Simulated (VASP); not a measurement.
A run of VASP 6.6.1 is set up as follows.

File POSCAR:

```
Os
1.0
    2.7877234178      0.0000000000      0.0000000000
   -1.3938617089      2.4142392985      0.0000000000
    0.0000000000      0.0000000000      4.4044215090
Os
2
Direct
    0.6666666667      0.3333333333      0.7500000000
    0.3333333333      0.6666666667      0.2500000000
```

The input INCAR.step1:

```
PREC     = Accurate       # precision mode
ENCUT    = 520            # plane-wave cutoff, eV
ISMEAR   = -1             # smearing method
SIGMA    = 0.05           # smearing width, eV
LREAL    = False          # projectors in reciprocal space
LASPH    = True           # aspherical terms in the spheres
NELM     = 60             # most SCF steps
NBANDS   = 15             # bands
GGA      = PE             # functional
ALGO     = Normal         # electronic algorithm
EDIFF    = 1E-4           # SCF threshold, eV
LWAVE    = True           # write WAVECAR
LCHARG   = False          # write CHGCAR
```

The input INCAR.step2:

```
PREC     = Accurate       # precision mode
ENCUT    = 520            # plane-wave cutoff, eV
EDIFF    = 1E-6           # SCF threshold, eV
ISMEAR   = -1             # smearing method
SIGMA    = 0.05           # smearing width, eV
LREAL    = False          # projectors in reciprocal space
LASPH    = True           # aspherical terms in the spheres
NELM     = 60             # most SCF steps
ALGO     = Normal         # electronic algorithm
ISIF     = 2              # what is computed and relaxed
LWAVE    = False          # write WAVECAR
LCHARG   = False          # write CHGCAR
METAGGA  = R2SCAN         # meta-GGA
LMIXTAU  = True         
NBANDS   = 15             # bands
ISTART   = 1
```

The input KPOINTS:

```
regular mesh
0
Gamma
  11 11 6
```

Potentials or basis: VASP PAW PBE potentials, release 64 (Os).

The run is started by

```console
$ cat potpaw_PBE.64/Os/POTCAR > POTCAR
$ cp INCAR.step1 INCAR
$ mpirun -np 1 vasp_std > vasp.out
$ cp INCAR.step2 INCAR
$ mpirun -np 1 vasp_std > vasp.out
```

Question: What does it give for the band gap on the k mesh?

Answer: Zero (bands 8 and 9 overlap by 3.70 eV).

Question: Predict the pressure.

Answer: -20.4 GPa.

Stress tensor (GPa, compression positive):
```
-19.73   0.00   0.00
  0.00 -19.73   0.00
  0.00   0.00 -21.85
```

Caveat: the cell stands under tension; the PAW data sets were made with another functional, which shifts forces and pressure a little; spin-orbit coupling is left out, which moves the levels of the heavy elements.
